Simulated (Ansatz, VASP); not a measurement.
**Sn: VASP beside Ansatz**

```
Sn
1.0
    -1.86752    1.86752    1.86752
     1.86752   -1.86752    1.86752
     1.86752    1.86752   -1.86752
Sn
1
Direct
  0.00000 0.00000 0.00000
```

Alike in both runs: functional PBEsol; k mesh 12 × 12 × 12; occupations methfessel-paxton of order 1, width 0.05 eV; no spin polarisation.

Ansatz relaxed the structure, and its values are those at the end. VASP's run is a single point on that final structure, the one shown.

```csv
,VASP,Ansatz
version,VASP 6.6.1,Ansatz 0.2.0
potentials or method,"VASP PAW PBE potentials, release 64 (Sn_d)","plane waves, PAW"
plane-wave cutoff (eV),500,420
valence electrons in the cell,14,14
```

|  | VASP | Ansatz | Ansatz less VASP |
| --- | --- | --- | --- |
| pressure (GPa) | -0.1 | 0.0 | +0.03 |

VASP's potentials were made for PBE, not for PBEsol. With one functional, cell and mesh, what is left measures potentials, basis and numerics.
